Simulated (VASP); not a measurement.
A run of VASP 6.6.1 is set up as follows.

Contents of POSCAR:

```
Se
1.0
    4.5048207000      0.0000000000      0.0000000000
   -2.2524103500      3.9012891700      0.0000000000
    0.0000000000      0.0000000000      4.9787963200
Se
3
Direct
    0.2178929800      0.0000000000      0.3333333300
    0.0000000000      0.2178929800      0.6666666700
    0.7821070200      0.7821070200      0.0000000000
```

INCAR.step1

```
SYSTEM = Se
PREC = Accurate
ENCUT = 520
ISMEAR = 0
SIGMA = 0.1
LREAL = .False.
LASPH = .True.
NELM = 60
NBANDS = 16
GGA = PE
ALGO = Normal
EDIFF = 1E-4
LWAVE = .True.
LCHARG = .False.
```

INCAR.step2

```
SYSTEM = Se
PREC = Accurate
ENCUT = 520
EDIFF = 1E-6
ISMEAR = 0
SIGMA = 0.1
LREAL = .False.
LASPH = .True.
NELM = 60
ALGO = Normal
ISIF = 2
LWAVE = .False.
LCHARG = .True.
METAGGA = R2SCAN
LMIXTAU = .True.
LELF = .True.
LVHAR = .True.
NBANDS = 16
ISTART = 1
```

KPOINTS

```
Automatic mesh
0
Gamma
  6 6 4
  0 0 0
```

Potentials or basis: VASP PAW PBE potentials, release 64 (Se).

The run is started by

```bash
$ cat potpaw_PBE.64/Se/POTCAR > POTCAR
$ cp INCAR.step1 INCAR
$ mpirun -np 1 vasp_std > vasp.out
$ cp INCAR.step2 INCAR
$ mpirun -np 1 vasp_std > vasp.out
```

Problem. Estimate the largest force.

Solution. 0.025 eV/Å.

Problem. Estimate the band gap on the k mesh.

Solution. 1.34 eV, indirect (least direct gap 1.61 eV).

Problem. What does it give for the pressure?

Solution. 0.0 GPa.

Forces on the atoms (eV/Å):
```
Se  -0.025  0.000  0.000
Se   0.013 -0.022  0.000
Se   0.013  0.022  0.000
```

Caveat: the PAW data sets were made with another functional, which shifts forces and pressure a little. A k mesh can miss the band edges.
